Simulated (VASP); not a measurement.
Here is a VASP 6.6.1 calculation.

File INCAR:

```
PREC = Accurate
ENCUT = 520
EDIFF = 1E-6
ISMEAR = -1
SIGMA = 0.13605693000000002
LREAL = False
LASPH = True
NELM = 100
ALGO = Normal
ISIF = 2
LWAVE = False
LCHARG = True
GGA = PS
LELF = True
LVHAR = True
NBANDS = 11
```

KPOINTS

```
Automatic mesh
0
Gamma
  10 10 10
```

Contents of POSCAR:

```
Ca
1.0
    3.4767161959      0.0000000000      0.0000000000
    0.0000000000      3.4767161959      0.0000000000
    0.0000000000      0.0000000000      3.4767161959
Ca
1
Direct
    0.0000000000      0.0000000000      0.0000000000
```

Potentials or basis: VASP PAW PBE potentials, release 64 (Ca_sv).

Command:

```sh
$ cat potpaw_PBE.64/Ca_sv/POTCAR > POTCAR
$ mpirun -np 1 vasp_std > vasp.out
```

Problem. Estimate the pressure.

Solution. -0.1 GPa.

Problem. Predict the band gap on the k mesh.

Solution. Zero (band 5 reaches 2.49 eV, above the bottom of band 6 at 1.33 eV).

Caveat: the PAW data sets were made with another functional, which shifts forces and pressure a little.
